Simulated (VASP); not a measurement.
## Be4Ga2C: single point with PBE

Be4Ga2C:

```
CELL_PARAMETERS angstrom
3.02800 -4.10672 0.00000
3.02800 4.10672 0.00000
-0.29308 0.00000 3.05783
ATOMIC_POSITIONS crystal
Be 0.24177 0.24177 0.46426
Be 0.23677 0.76323 0.00000
Be 0.75823 0.75823 0.53574
Be 0.76323 0.23677 0.00000
Ga 0.00000 0.50000 0.50000
Ga 0.50000 0.00000 0.50000
C 0.00000 0.00000 0.00000
```

| Property | Result |
| --- | --- |
| Program | VASP 6.6.1 |
| Task | single point |
| Functional | PBE |
| Potentials or basis | VASP PAW PBE potentials, release 64 (Be, Ga_d, C) |
| Cutoff | 520 eV |
| k mesh | 4 × 4 × 6 |
| Occupations | gaussian, width 0.1 eV |
| Spin | no spin polarisation |

```json
{
 "Pressure": "21.5 GPa",
 "Largest force": "1.896 eV/Å",
 "Band gap on the k mesh": "zero (band 19 reaches 7.31 eV, above the bottom of band 20 at 4.66 eV)"
}
```

Forces in eV/Å, atoms in the order of the input:
```
Be  -1.833  0.000 -0.487
Be   0.000  1.650  0.000
Be   1.833  0.000  0.487
Be   0.000 -1.650  0.000
Ga   0.000  0.000  0.000
Ga   0.000  0.000  0.000
C    0.000  0.000  0.000
```

Stress tensor (GPa, compression positive):
```
15.03  0.00  5.83
 0.00 25.53  0.00
 5.83  0.00 23.93
```

Levels at points of the mesh, in eV from the Fermi level:
```
           k point  band 15  band 16  band 17  band 18  band 19  band 20  band 21  band 22  band 23  band 24
(0.00, 0.00, 0.00)    -5.32    -4.36    -1.12    -0.80     0.83     2.73     3.14     4.29     4.53     5.24
(0.50, 0.00, 0.00)    -3.09    -2.45    -1.32    -0.85    -0.40     2.33     2.50     3.50     3.83     4.12
(0.50, 0.50, 0.00)    -2.01    -1.50    -1.28    -1.27     0.01     1.43     2.86     4.07     4.21     5.62
(0.00, 0.00, 0.50)    -4.17    -3.63    -3.15    -3.12    -2.81    -1.42    -0.94     1.72     2.01     2.73
(0.50, 0.00, 0.50)    -3.96    -3.90    -3.22    -2.04    -0.26     0.10     0.26     1.50     2.29     2.84
(0.50, 0.50, 0.50)    -5.55    -4.67    -3.93    -0.94    -0.57     0.01     0.64     0.97     4.59     5.20
```

It took 66 s on 1 thread of Intel(R) Xeon(R) Platinum 8259CL CPU @ 2.50GHz (Skylake/Cascade Lake), on a shared host, peak memory 0.22 GiB.

Caveat: forces of over 1 eV/Å act on the atoms, so gaps and moduli don't describe the material at rest.
